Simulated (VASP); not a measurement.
Si3Ge: single point with LDA

Crystal: Si3Ge.

```
Ge Si
1.0
    10.98698    0.00000    0.00000
     0.00000    5.49349    0.00000
     0.00000    0.00000    5.49349
Ge Si
4 12
Direct
  0.99970 0.00479 0.00777
  0.87183 0.74550 0.23943
  0.87283 0.24774 0.74289
  0.00002 0.51132 0.50104
  0.50513 0.98716 0.01018
  0.12663 0.24708 0.25498
  0.62884 0.24294 0.25434
  0.24865 0.49898 0.98723
  0.75235 0.49302 0.00760
  0.38161 0.74743 0.25643
  0.25197 0.00264 0.50421
  0.74996 0.99648 0.50232
  0.37106 0.24595 0.74970
  0.49902 0.48993 0.51074
  0.12409 0.75751 0.74617
  0.62423 0.73427 0.75401
```

- Program: VASP 6.6.1
- Task: single point
- Functional: LDA
- Potentials or basis: VASP PAW LDA potentials, release 64 (Ge_d, Si)
- Cutoff: 520 eV
- k mesh: 2 × 2 × 2, shifted
- Occupations: fermi-dirac, width 0.05 eV
- Spin: no spin polarisation

```
Pressure               : -1.7 GPa
Largest force          : 1.148 eV/Å
Band gap on the k mesh : 1.53 eV
```

Forces on the atoms (eV/Å):
```
Ge   0.383 -0.050 -0.547
Ge  -0.035  0.478  0.716
Ge   0.117  0.216  0.454
Ge   0.325 -0.558 -0.286
Si  -0.281  0.602 -0.603
Si   0.355  0.622 -0.086
Si  -0.401  0.218  0.138
Si   0.072  0.252  0.877
Si  -0.854 -0.369 -0.672
Si  -0.792 -0.371 -0.069
Si  -0.040 -0.462 -0.515
Si  -0.532 -0.670 -0.064
Si   0.748 -0.321  0.645
Si   0.182 -0.114 -0.545
Si   0.403  0.098  0.431
Si   0.350  0.429  0.124
```

Stress tensor (GPa, compression positive):
```
-2.97  0.93  0.51
 0.93 -0.96  0.31
 0.51  0.31 -1.08
```

Levels at points of the mesh, in eV from the valence-band top:
```
           k point  band 50  band 51  band 52  band 53  band 54  band 55
(0.25, 0.25, 0.25)    -0.80    -0.75    -0.03     1.55     1.85     1.91
```

It took 2.9 min on 1 thread of Intel Xeon 6975P-C, on a shared host, peak memory 0.3 GiB.

Caveat: the k points lie up to 0.57 Å⁻¹ apart; forces of over 1 eV/Å act on the atoms, so gaps and moduli don't describe the material at rest. A k mesh can miss the band edges.
